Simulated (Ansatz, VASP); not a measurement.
AlPtC4N4: VASP beside Ansatz

```
Al Pt C N
1.0
     5.83066    0.00000    0.00000
     0.00000    5.83066    0.00000
     0.00000    0.00000    5.83066
Al Pt C N
1 1 4 4
Direct
  0.50000 0.50000 0.50000
  0.00000 0.00000 0.00000
  0.18982 0.18982 0.18982
  0.18982 0.81018 0.81018
  0.81018 0.18982 0.81018
  0.81018 0.81018 0.18982
  0.30567 0.30567 0.30567
  0.30567 0.69433 0.69433
  0.69433 0.30567 0.69433
  0.69433 0.69433 0.30567
```

Alike in both runs: task single point; functional PBE; k mesh 4 × 4 × 4; occupations gaussian, width 0.1 eV; collinear spin.

|  | VASP | Ansatz |
| --- | --- | --- |
| version | VASP 6.6.1 | Ansatz 0.2.0 |
| potentials or method | VASP PAW PBE potentials, release 64 (Al, Pt, C, N), cutoff 520 eV | scalar-relativistic, plane waves, PAW |
| valence electrons in the cell | 49 | 57 |

|  | VASP | Ansatz | Ansatz less VASP |
| --- | --- | --- | --- |
| gap on the k mesh at the Fermi level (eV) | none | none | - |
| pressure (GPa) | 0.9 | 0.6 | -0.27 |
| rms of the force components (eV/Å) | 1.277 | 1.145 | -0.1322 |
| net moment per atom (μB) | 0.10 | 0.10 | 0.000 |
| size of the moment on the site where the two differ most (μB) | 0.46 | 0.25 | -0.215 |

Site moments also hang on the region over which each program counts them. Atom by atom the forces differ by 0.190 eV/Å (rms over components). A gap of «none» marks a metal or a gap that the smearing closes. VASP's potentials hold 49 valence electrons a cell and Ansatz's 57, so a difference there can come from the potentials and not from the codes.

Spin-orbit coupling is off throughout. Noted on VASP's run: the standard files for N, O and F lose accuracy on very short bonds.
